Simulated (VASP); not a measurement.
Write the native input for VASP 6.6.1 that does the following.

```yaml
Task: single point
Functional: PBEsol
Potentials_or_basis: VASP PAW PBE potentials, release 64 (Ba_sv)
Cutoff: 520 eV
k_mesh: 6 × 6 × 6
Occupations: gaussian, width 0.1 eV
Spin: no spin polarisation
Dipole_correction: no
Further_INCAR_settings: ALGO = Normal; EDIFF = 1e-07; NBANDS = 11
```

The structure of Ba lies in POSCAR:

```
Ba
1.0
   -2.5125000000      2.5125000000      2.5125000000
    2.5125000000     -2.5125000000      2.5125000000
    2.5125000000      2.5125000000     -2.5125000000
Ba
1
Direct
    0.0000000000      0.0000000000      0.0000000000
```

One way to write it, as run:

INCAR

```
ALGO = Normal
EDIFF = 1E-7
ENCUT = 520
GGA = PS
ISIF = 2
ISMEAR = 0
LASPH = True
LCHARG = False
LREAL = False
LWAVE = False
NBANDS = 11
NELM = 60
PREC = Accurate
SIGMA = 0.1
```

KPOINTS

```
k-points
0
Gamma
  6 6 6
```

Potentials or basis: VASP PAW PBE potentials, release 64 (Ba_sv).

Run with:

```bash
$ cat potpaw_PBE.64/Ba_sv/POTCAR > POTCAR
$ mpirun -np 1 vasp_std > vasp.out
```

Results of the run:

```yaml
Pressure: -0.6 GPa
Band_gap_on_the_k_mesh: zero (bands 5 and 6 overlap by 0.61 eV)
```

Caveat: the PAW data sets were made with another functional, which shifts forces and pressure a little; spin-orbit coupling is left out, which moves the levels of the heavy elements.

Run time: 3.6 s on 1 thread of Intel(R) Xeon(R) 6975P-C (Granite Rapids), with other jobs on the host, peak memory 0.17 GiB.
